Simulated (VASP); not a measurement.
The system is C.

```
CELL_PARAMETERS angstrom
3.31160 0.00000 0.00000
-1.65580 2.86793 0.00000
0.00000 0.00000 2.05319
ATOMIC_POSITIONS crystal
C 0.00000 0.00000 0.00000
C 0.33333 0.66667 0.50000
C 0.66667 0.33333 0.50000
```

```yaml
Program: VASP 6.6.1
Task: relaxation of cell and atoms
Functional: PBE
Potentials_or_basis: VASP PAW PBE potentials, release 64 (C)
Cutoff: 600 eV
k_mesh: 12 × 12 × 16
Occupations: fermi-dirac, width 0.05 eV
Spin: no spin polarisation
```

At the start: pressure 3.7 GPa; volume 6.50 Å³/atom.

**Question.** How do energy, volume and symmetry change on relaxing?

**Answer.** Over 24 steps the energy falls by 2873.1 meV/atom and the volume is 9.23 Å³/atom (+41.9 %); space group P6/mmm (No. 191, to 0.05 Å).

The path:
```csv
step,energy change (eV),largest force (eV/Å),pressure (GPa),volume (Å³)
1,0.0000,0.0000,3.71,19.50
2,-0.0689,0.0000,-1.86,19.92
3,-0.3986,0.0000,-14.64,21.07
4,-1.5459,0.0000,-26.45,22.81
5,-6.3502,0.0000,112.67,23.35
6,-2.7731,0.0000,-39.42,23.28
7,-7.5128,0.0000,-13.53,23.68
8,-8.2339,0.0000,36.45,23.61
9,-8.1519,0.0000,47.20,23.58
10,-8.4008,0.0000,21.81,24.55
11,-8.4371,0.0000,7.70,25.19
12,-8.4375,0.0000,9.05,25.12
13,-8.4870,0.0000,7.92,25.50
14,-8.5925,0.0000,4.23,26.64
15,-8.5643,0.0000,-1.88,28.99
16,-8.6187,0.0000,1.42,27.60
17,-8.6187,0.0000,1.57,27.55
18,-8.6191,0.0000,-0.73,27.69
19,-8.6193,0.0000,0.11,27.64
20,-8.6193,0.0000,0.07,27.64
21,-8.6193,0.0000,0.03,27.66
22,-8.6193,0.0000,-0.03,27.67
23,-8.6193,0.0000,-0.02,27.67
24,-8.6193,0.0000,-0.02,27.68
```

Final structure:
```
C
1.0
     4.99869    0.00000    0.00000
    -2.49935    4.32899    0.00000
     0.00000    0.00000    1.27900
C
3
Direct
  0.00000 0.00000 0.00000
  0.33333 0.66667 0.50000
  0.66667 0.33333 0.50000
```

Caveat: the volume moved by over 15 % at a fixed basis, so the end points are rough.
